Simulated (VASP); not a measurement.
# Ti (P6_3/mmc) in VASP: notebook

Runs on Ti. Level: PBE. Tasks: single point.

All numbers are computed with VASP 6.6.1; they aren't measurements. Logs are shortened: lines on timing, memory, paths and dates and some standing lists are left out, and cuts for length are marked.

## (1) The cell of the first run

Symmetry: P6_3/mmc, No. 194, hexagonal system. Conventional cell: a = 2.861 Å, b = 2.861 Å, c = 4.756 Å, α = 90.00°, β = 90.00°, γ = 120.00°. Within 3.8 Å of Ti (site symmetry -6m2) lie 12 Ti at 2.86 to 2.90 Å.

## (2) Single point, PBE (strain -0.030 along x and y, +0.015 along z)

INCAR reads:

```
PREC = Accurate
ENCUT = 520
EDIFF = 1E-7
ISMEAR = 0
SIGMA = 0.15
LREAL = F
LASPH = T
NELM = 80
ALGO = Fast
ISIF = 2
LWAVE = F
LCHARG = T
GGA = PE
LELF = T
LVHAR = T
NBANDS = 19
```

KPOINTS reads:

```
regular mesh
0
Gamma
  18 18 10
```

POSCAR reads:

```
Ti
1.0
    2.8614979246      0.0000000000      0.0000000000
   -1.4307489623      2.4781298956      0.0000000000
    0.0000000000      0.0000000000      4.7562900000
Ti
2
Direct
    0.3333333333      0.6666666667      0.2500000000
    0.6666666667      0.3333333333      0.7500000000
```

Potentials or basis: VASP PAW PBE potentials, release 64 (Ti_sv).

Command:

```
$ cat potpaw_PBE.64/Ti_sv/POTCAR > POTCAR
$ mpirun -np 1 vasp_std > vasp.out
```

OUTCAR:

```text
PREC = Accurate
   ENCUT = 520
   EDIFF = 1E-7
   ISMEAR = 0
   LREAL = F
   LASPH = T
   NELM = 80
   ISIF = 2
   GGA = PE

 ion  position               nearest neighbor table
   1  0.333  0.667  0.250-   2 2.90   2 2.90   2 2.90   2 2.90   2 2.90   2 2.90
   2  0.667  0.333  0.750-   1 2.90   1 2.90   1 2.90   1 2.90   1 2.90   1 2.90

  LATTYP: Found a hexagonal cell.
 ALAT       =     2.8614979246
 C/A-ratio  =     1.6621679013

  Lattice vectors:

 A1 = (   2.8614979246,   0.0000000000,   0.0000000000)
 A2 = (  -1.4307489623,   2.4781298956,   0.0000000000)
 A3 = (   0.0000000000,   0.0000000000,   4.7562900000)

Analysis of symmetry for initial positions (statically):
=====================================================================
 Subroutine PRICEL returns:
 Original cell was already a primitive cell.

 Routine SETGRP: Setting up the symmetry group for a
 hexagonal supercell.

 Subroutine GETGRP returns: Found 24 space group operations
 (whereof 12 operations were pure point group operations)
 out of a pool of 24 trial point group operations.

The static configuration has the point symmetry D_3d.
 The point group associated with its full space group is D_6h.

Analysis of symmetry for dynamics (positions and initial velocities):
=====================================================================
 Subroutine PRICEL returns:
 Original cell was already a primitive cell.

 Routine SETGRP: Setting up the symmetry group for a
 hexagonal supercell.

 Subroutine GETGRP returns: Found 24 space group operations
 (whereof 12 operations were pure point group operations)
 out of a pool of 24 trial point group operations.

The dynamic configuration has the point symmetry D_3d.
 The point group associated with its full space group is D_6h.

 Subroutine INISYM returns: Found 24 space group operations
 (whereof 12 operations are pure point group operations),
 and found     1 'primitive' translations

----------------------------------------------------------------------------------------

                                     Primitive cell

  volume of cell :      33.7276

  direct lattice vectors                    reciprocal lattice vectors
     2.861497925  0.000000000  0.000000000     0.349467316  0.201765049  0.000000000
    -1.430748962  2.478129896  0.000000000     0.000000000  0.403530098  0.000000000
     0.000000000  0.000000000  4.756290000     0.000000000  0.000000000  0.210247903

  length of vectors
     2.861497925  2.861497925  4.756290000     0.403530098  0.403530098  0.210247903

  position of ions in fractional coordinates (direct lattice)
     0.333333333  0.666666667  0.250000000
     0.666666667  0.333333333  0.750000000

  ion indices of the primitive-cell ions
   primitive index   ion index
                 1           1
                 2           2

----------------------------------------------------------------------------------------

 KPOINTS: regular mesh

Automatic generation of k-mesh.
 Grid dimensions read from file:
 generate k-points for:   18   18   10

 Generating k-lattice:

  Cartesian coordinates                     Fractional coordinates (reciprocal lattice)
     0.019414851  0.011209169  0.000000000     0.055555556  0.000000000  0.000000000
     0.000000000  0.022418339  0.000000000     0.000000000  0.055555556  0.000000000
     0.000000000  0.000000000  0.021024790     0.000000000  0.000000000  0.100000000

  Length of vectors
     0.022418339  0.022418339  0.021024790

  Shift w.r.t. Gamma in fractional coordinates (k-lattice)
     0.000000000  0.000000000  0.000000000

 Subroutine IBZKPT returns following result:
 ===========================================

 Found    222 irreducible k-points:

 Following reciprocal coordinates:
            Coordinates               Weight
  0.000000  0.000000  0.000000      1.000000
  0.055556  0.000000  0.000000      6.000000
  0.111111  0.000000  0.000000      6.000000
  0.166667  0.000000  0.000000      6.000000
  0.222222  0.000000  0.000000      6.000000
  0.277778  0.000000  0.000000      6.000000
[... 16 lines left out ...]
  0.333333  0.111111  0.000000     12.000000
  0.388889  0.111111  0.000000     12.000000
 [... further k-points ...]
   k-points           NKPTS =    222   k-points in BZ     NKDIM =    222   number of bands    NBANDS=     19
   number of dos      NEDOS =    301   number of ions     NIONS =      2
   total plane-waves  NPLWV =  20736
   dimension x,y,z NGX =    24 NGY =   24 NGZ =   36
   dimension x,y,z NGXF=    48 NGYF=   48 NGZF=   72
   ions per type =               2
   NGX,Y,Z   is equivalent  to a cutoff of  13.94, 13.94, 12.58 a.u.
   NGXF,Y,Z  is equivalent  to a cutoff of  27.89, 27.89, 25.17 a.u.
 SYSTEM =  unknown system
   PREC   = accura    normal or accurate (medium, high low for compatibility)
   ISTART =      0    job   : 0-new  1-cont  2-samecut
   ICHARG =      2    charge: 1-file 2-atom 10-const
   ISPIN  =      1    spin polarized calculation?
   LNONCOLLINEAR =      F non collinear calculations
   LSORBIT =      F    spin-orbit coupling
   LASPH  =      T    aspherical Exc in radial PAW
   ENCUT  =  520.0 eV  38.22 Ry    6.18 a.u.   5.32  5.32  8.84*2*pi/ulx,y,z
   NELM   =     80;   NELMIN=  2; NELMDL= -5     # of ELM steps
   EDIFF  = 0.1E-06   stopping-criterion for ELM
   LREAL  =      F    real-space projection
   EDIFFG = 0.1E-05   stopping-criterion for IOM
   NSW    =      0    number of steps for IOM
   IBRION =     -1    ionic relax: 0-MD 1-quasi-New 2-CG
   NFREE  =      0    steps in history (QN), initial steepest desc. (CG)
   ISIF   =      2    stress and relaxation
   ISYM   =      2    0-nonsym 1-usesym 2-fastsym
   POTIM  = 0.5000    time-step for ionic-motion
   TEBEG  =    0.0;   TEEND  =   0.0 temperature during run
   PSTRESS=    0.0 pullay stress
   NELECT =      24.0000    total number of electrons
   NUPDOWN=      -1.0000    fix difference up-down
   EMIN   =  10.00;   EMAX   =-10.00  energy-range for DOS
   EFERMI =   0.00;   METHOD = LEGACY
   ISMEAR =     0;   SIGMA  =   0.15  broadening in eV -4-tet -1-fermi 0-gaus
   EFERMI_NEDOS =   21; number of points for ismear=-14 and -15
   IALGO  =     68    algorithm
   IMIX   =      4    mixing-type and parameters
     AMIX     =   0.40;   BMIX     =  1.00
     AMIX_MAG =   1.60;   BMIX_MAG =  1.00
  volume/ion in A,a.u.               =      16.86       113.80
  Fermi-wavevector in a.u.,A,eV,Ry     =   1.461560  2.761948 29.064187  2.136158
  Thomas-Fermi vector in A             =   2.577877
   LORBIT       =      0    0 simple, 1 ext, 2 COOP (PROOUT), +10 PAW based schemes
   GGA     = PE    functional components
   LHFCALC =     F    Hartree Fock is set to
   AEXX    =    0.0000 exact exchange contribution
   IVDW    =     0    specifies the selected vdW correction
   LEPSILON=     F    determine dielectric tensor
   LRPA    =     F    only Hartree local field effects (RPA)
 non-spin polarized calculation
 RMM-DIIS sequential band-by-band and
 Gauss-broadening in eV      SIGMA  =   0.15
  energy-cutoff  :      520.00
  volume of cell :       33.73
 maximum number of plane-waves:       930
 NGX is ok and might be reduce to    24
   NGX = 11   NGY = 11   NGZ = 17

 number of electron      23.9999998 magnetization

 Free energy of the ion-electron system (eV)
  ---------------------------------------------------
  ext. energy  EPLUGINS =         0.00000000
  ---------------------------------------------------
  free energy    TOTEN  =       -15.65408369 eV

  energy without entropy =      -15.63056113  energy(sigma->0) =      -15.64232241

 E-fermi :   8.6334     XC(G=0): -11.6363

 val. band max:        8.6287218294   @ k =   0.1111   0.0556   0.4000
 cond. band min:       8.6361086989   @ k =   0.2222   0.2222   0.5000
 fundamental gap:      0.0073868695
 Fermi energy:         8.6333712866

 k-point     1 :       0.0000    0.0000    0.0000
  band No.  band energies     occupation
      1     -48.1433      2.00000
      2     -48.0150      2.00000
      3     -24.7230      2.00000
      4     -24.0230      2.00000
      5     -24.0230      2.00000
      6     -24.0194      2.00000
[... 11 lines left out ...]
     18      10.5774      0.00000
     19      11.9449      0.00000

 k-point     2 :       0.0556    0.0000    0.0000
  band No.  band energies     occupation
      1     -48.1396      2.00000
      2     -48.0130      2.00000
      3     -24.7156      2.00000
      4     -24.0411      2.00000
      5     -24.0286      2.00000
      6     -24.0217      2.00000
[... 11 lines left out ...]
     18      10.5257      0.00000
     19      11.9690      0.00000

 k-point     3 :       0.1111    0.0000    0.0000
  band No.  band energies     occupation
      1     -48.1287      2.00000
      2     -48.0072      2.00000
      3     -24.6938      2.00000
      4     -24.0930      2.00000
      5     -24.0441      2.00000
      6     -24.0284      2.00000
[... 11 lines left out ...]
     18      10.3880      0.00000
     19      12.0276      0.00000

 k-point     4 :       0.1667    0.0000    0.0000
  band No.  band energies     occupation
      1     -48.1117      2.00000
      2     -47.9985      2.00000
      3     -24.6590      2.00000
      4     -24.1729      2.00000
      5     -24.0894      2.00000
      6     -24.0673      2.00000
[... 11 lines left out ...]
     18      10.4599      0.00000
     19      12.0958      0.00000

 k-point     5 :       0.2222    0.0000    0.0000
  band No.  band energies     occupation
      1     -48.0903      2.00000
      2     -47.9883      2.00000
      3     -24.6139      2.00000
      4     -24.2712      2.00000
      5     -24.1848      2.00000
      6     -24.0951      2.00000
[... 11 lines left out ...]
     18      10.8270      0.00000
     19      12.1558      0.00000

 k-point     6 :       0.2778    0.0000    0.0000
  band No.  band energies     occupation
      1     -48.0667      2.00000
      2     -47.9782      2.00000
      3     -24.5615      2.00000
      4     -24.3760      2.00000
      5     -24.2838      2.00000
      6     -24.1240      2.00000
[... 11 lines left out ...]
     18      11.2455      0.00000
     19      12.2009      0.00000

 k-point     7 :       0.3333    0.0000    0.0000
  band No.  band energies     occupation
      1     -48.0434      2.00000
      2     -47.9697      2.00000
      3     -24.5062      2.00000
      4     -24.4745      2.00000
      5     -24.3747      2.00000
      6     -24.1506      2.00000
[... 11 lines left out ...]
     18      11.6743      0.00000
     19      12.2308      0.00000

 k-point     8 :       0.3889    0.0000    0.0000
  band No.  band energies     occupation
      1     -48.0229      2.00000
      2     -47.9641      2.00000
      3     -24.5546      2.00000
      4     -24.4535      2.00000
      5     -24.4477      2.00000
      6     -24.1720      2.00000
[... 256 lines left out ...]
 k-point    20 :       0.1667    0.1111    0.0000
  band No.  band energies     occupation
      1     -48.0818      2.00000
      2     -47.9845      2.00000
      3     -24.5954      2.00000
      4     -24.2801      2.00000
      5     -24.2409      2.00000
      6     -24.0949      2.00000
[... 11 lines left out ...]
     18      11.1232      0.00000
     19      12.0969      0.00000

 k-point    21 :       0.2222    0.1111    0.0000
  band No.  band energies     occupation
      1     -48.0593      2.00000
      2     -47.9752      2.00000
      3     -24.5445      2.00000
      4     -24.3746      2.00000
      5     -24.3177      2.00000
      6     -24.1350      2.00000
[... 11 lines left out ...]
     18      11.6084      0.00000
     19      12.1134      0.00000

 k-point    22 :       0.2778    0.1111    0.0000
  band No.  band energies     occupation
      1     -48.0370      2.00000
      2     -47.9676      2.00000
      3     -24.4905      2.00000
      4     -24.4651      2.00000
      5     -24.3864      2.00000
      6     -24.1734      2.00000
[... 11 lines left out ...]
     18      12.1237      0.00000
     19      12.1279      0.00000

 k-point    23 :       0.3333    0.1111    0.0000
  band No.  band energies     occupation
      1     -48.0173      2.00000
      2     -47.9629      2.00000
      3     -24.5385      2.00000
      4     -24.4418      2.00000
      5     -24.4384      2.00000
      6     -24.2045      2.00000
[... 11 lines left out ...]
     18      12.1283      0.00000
     19      12.6548      0.00000

 k-point    24 :       0.3889    0.1111    0.0000
  band No.  band energies     occupation
      1     -48.0030      2.00000
      2     -47.9612      2.00000
      3     -24.5862      2.00000
      4     -24.4779      2.00000
      5     -24.3968      2.00000
      6     -24.2246      2.00000
[... 11 lines left out ...]
     18      12.2094      0.00000
     19      13.1710      0.00000

 [... further k-points ...]
[... 5 lines left out ...]
  --------------------------------------------------------------------------------------
  -------------------------------------------------------------------------------------
  Total        1.0825829      1.0825829     -0.0767769      0.0000000      0.0000000      0.0000000
  in kB       51.4263741     51.4263741     -3.6471625      0.0000000      0.0000000      0.0000000
  external PRESSURE =      33.0685285 kB  Pullay stress =       0.0000000 kB

 VOLUME and BASIS-vectors are now :
 -----------------------------------------------------------------------------
  energy-cutoff  :      520.00
  volume of cell :       33.73
      direct lattice vectors                 reciprocal lattice vectors
     2.861497925  0.000000000  0.000000000     0.349467316  0.201765049  0.000000000
    -1.430748962  2.478129896  0.000000000     0.000000000  0.403530098  0.000000000
     0.000000000  0.000000000  4.756290000     0.000000000  0.000000000  0.210247903

 POSITION                                       TOTAL-FORCE (eV/Angst)
 -----------------------------------------------------------------------------------
     -0.00000      1.65209      1.18907        -0.000000      0.000000      0.000000
      1.43075      0.82604      3.56722         0.000000     -0.000000      0.000000
 -----------------------------------------------------------------------------------
    total drift:                               -0.000000      0.000000     -0.000000

  FREE ENERGIE OF THE ION-ELECTRON SYSTEM (eV)
  ---------------------------------------------------
  free  energy   TOTEN  =       -15.6540836870 eV

  energy  without entropy=      -15.6305611304  energy(sigma->0) =      -15.64232241
```

Wall time 6.8 min (1 thread of Intel Xeon Platinum 8259CL at 2.50GHz (Skylake/Cascade Lake), shared host); peak memory 0.24 GiB.

Results:

```
Free energy            : -15.6541 eV
Pressure               : 3.3 GPa
Band gap on the k mesh : zero (band 12 reaches 9.25 eV, above the bottom of band 13 at 8.30 eV)
```

Caveat: the cell differs from its parent crystal (strain -0.030 along x and y, +0.015 along z).

## (3) Single point, PBE (strain -0.030 along x and y, +0.030 along z)

INCAR reads:

```
SYSTEM = Ti
ALGO = Fast
EDIFF = 1E-7
ENCUT = 520
GGA = PE
ISIF = 2
ISMEAR = 0
LASPH = .True.
LCHARG = .False.
LREAL = .False.
LWAVE = .False.
NBANDS = 19
NELM = 100
PREC = Accurate
SIGMA = 0.15
```

KPOINTS reads:

```
k-points
0
Gamma
  18 18 10
  0 0 0
```

Changes to POSCAR since step 2:

```diff
@@ -4,3 +4,3 @@
    -1.4307489623      2.4781298956      0.0000000000
-    0.0000000000      0.0000000000      4.7562900000
+    0.0000000000      0.0000000000      4.8265800000
 Ti
```

Potentials or basis: VASP PAW PBE potentials, release 64 (Ti_sv).

Command:

```
$ cat potpaw_PBE.64/Ti_sv/POTCAR > POTCAR
$ mpirun -np 1 vasp_std > vasp.out
```

OUTCAR:

```text
SYSTEM = Ti
   EDIFF = 1E-7
   ENCUT = 520
   GGA = PE
   ISIF = 2
   ISMEAR = 0
   LASPH = .True.
   LREAL = .False.
   NELM = 100
   PREC = Accurate

 ion  position               nearest neighbor table
   1  0.333  0.667  0.250-
   2  0.667  0.333  0.750-

  LATTYP: Found a hexagonal cell.
 ALAT       =     2.8614979246
 C/A-ratio  =     1.6867319590

  Lattice vectors:

 A1 = (   2.8614979246,   0.0000000000,   0.0000000000)
 A2 = (  -1.4307489623,   2.4781298956,   0.0000000000)
[... 191 lines left out ...]
      3     -24.8726      2.00000
      4     -24.2244      2.00000
      5     -24.2029      2.00000
      6     -24.2029      2.00000
[... 505 lines left out ...]
      6     -24.4013      2.00000
[... 11 lines left out ...]
     18      12.0140      0.00000
     19      12.9695      0.00000

 [... further k-points ...]
[... 5 lines left out ...]
  --------------------------------------------------------------------------------------
  -------------------------------------------------------------------------------------
  Total        0.8306226      0.8306226     -0.6515381      0.0000000     -0.0000000      0.0000000
  in kB       38.8827794     38.8827794    -30.4995481      0.0000000     -0.0000000      0.0000000
  external PRESSURE =      15.7553369 kB  Pullay stress =       0.0000000 kB

 VOLUME and BASIS-vectors are now :
 -----------------------------------------------------------------------------
  energy-cutoff  :      520.00
  volume of cell :       34.23
      direct lattice vectors                 reciprocal lattice vectors
     2.861497925  0.000000000  0.000000000     0.349467316  0.201765049  0.000000000
    -1.430748962  2.478129896  0.000000000     0.000000000  0.403530098  0.000000000
     0.000000000  0.000000000  4.826580000     0.000000000  0.000000000  0.207186041

 POSITION                                       TOTAL-FORCE (eV/Angst)
 -----------------------------------------------------------------------------------
     -0.00000      1.65209      1.20664        -0.000000      0.000000      0.000000
      1.43075      0.82604      3.61993         0.000000     -0.000000      0.000000
 -----------------------------------------------------------------------------------
    total drift:                               -0.000000      0.000000     -0.000000

  FREE ENERGIE OF THE ION-ELECTRON SYSTEM (eV)
  ---------------------------------------------------
  free  energy   TOTEN  =       -15.6489518212 eV

  energy  without entropy=      -15.6249799275  energy(sigma->0) =      -15.63696587
```

Run time: 6.3 min. Hardware: 1 thread of Intel Xeon Platinum 8259CL at 2.50GHz (Skylake/Cascade Lake), shared host; peak memory 0.24 GiB.

Results:

- Free energy: -15.6490 eV
- Pressure: 1.6 GPa
- Band gap on the k mesh: zero (band 12 reaches 8.99 eV, above the bottom of band 13 at 8.14 eV)

Stress tensor (GPa, compression positive):
```
 3.89  0.00  0.00
 0.00  3.89  0.00
 0.00  0.00 -3.05
```

Levels at points of the mesh, in eV from the Fermi level:
```tsv
k point	band 8	band 9	band 10	band 11	band 12	band 13	band 14	band 15	band 16	band 17
(0.00, 0.00, 0.00)	-32.60	-6.22	-2.76	0.28	0.53	0.88	0.88	1.28	1.28	1.99
(0.50, 0.00, 0.00)	-32.70	-2.29	-2.16	-1.92	-0.35	0.43	0.83	0.99	3.54	3.66
(0.00, 0.00, 0.50)	-32.64	-4.49	-4.49	-0.15	-0.15	0.86	0.86	0.86	0.86	2.89
(0.50, 0.00, 0.50)	-32.77	-2.56	-2.56	-0.94	-0.94	1.46	1.46	1.96	1.96	3.75
```

Caveat: the cell differs from its parent crystal (strain -0.030 along x and y, +0.030 along z).
